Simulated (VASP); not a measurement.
Input of a VASP 6.6.1 run:

The input INCAR:

```
  PREC = Accurate
  ENCUT = 520
  EDIFF = 1E-7
  ISMEAR = 0
  SIGMA = 0.15
  LREAL = F
  LASPH = T
  NELM = 100
  ALGO = Normal
  ISIF = 2
  LWAVE = F
  LCHARG = T
  GGA = PE
  LELF = T
  LVHAR = T
  NBANDS = 12
```

File KPOINTS:

```
regular mesh
0
Gamma
  20 20 20
```

POSCAR

```
Ti
1.0
   -1.6276186075      1.6276186075      1.6276186075
    1.6276186075     -1.6276186075      1.6276186075
    1.6276186075      1.6276186075     -1.6276186075
Ti
1
Direct
    0.0000000000      0.0000000000      0.0000000000
```

Potentials or basis: VASP PAW PBE potentials, release 64 (Ti_sv).

The run is started by

```console
$ cat potpaw_PBE.64/Ti_sv/POTCAR > POTCAR
$ mpirun -np 1 vasp_std > vasp.out
```

Problem. Estimate the band gap on the k mesh.

Solution. Zero (bands 6 and 7 overlap by 1.66 eV).

Problem. Estimate the pressure.

Solution. -0.1 GPa.
